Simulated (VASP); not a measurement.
Wanted: the native input for a VASP 6.6.1 run.

```yaml
Task: single point
Functional: PBE
Potentials_or_basis: VASP PAW PBE potentials, release 64 (Zr_sv, B)
Cutoff: 520 eV
k_mesh: 8 × 8 × 6
Occupations: fermi-dirac, width 0.05 eV
Spin: no spin polarisation
Dipole_correction: no
Further_INCAR_settings: ALGO = Normal; EDIFF = 1e-07; NBANDS = 16
```

The structure of ZrB2 lies in POSCAR:

```
ZrB2
1.0
    3.1700000000      0.0000000000      0.0000000000
   -1.5850000000      2.7453005300      0.0000000000
    0.0000000000      0.0000000000      3.5330000000
Zr B
1 2
Direct
    0.0000000000      0.0000000000      0.0000000000
    0.6666666667      0.3333333333      0.5000000000
    0.3333333333      0.6666666667      0.5000000000
```

These files were run (other wordings do the same):

INCAR

```
PREC = Accurate ; ENCUT = 520
EDIFF = 1E-7 ; ISMEAR = -1
SIGMA = 0.05 ; LREAL = False
LASPH = True ; NELM = 80
ALGO = Normal ; ISIF = 2
LWAVE = False ; LCHARG = False
GGA = PE ; NBANDS = 16
```

KPOINTS

```
regular mesh
0
Gamma
  8 8 6
```

Potentials or basis: VASP PAW PBE potentials, release 64 (Zr_sv, B).

Launch:

```console
$ cat potpaw_PBE.64/Zr_sv/POTCAR potpaw_PBE.64/B/POTCAR > POTCAR
$ mpirun -np 1 vasp_std > vasp.out
```

Results of the run:

| Item | Value |
| --- | --- |
| Pressure | 0.9 GPa |
| Band gap on the k mesh | zero (band 9 reaches 11.29 eV, above the bottom of band 10 at 10.73 eV) |

Wall time 8.7 s on 1 thread of Intel(R) Xeon(R) Platinum 8488C (Sapphire Rapids) (shared host), peak memory 0.15 GiB.
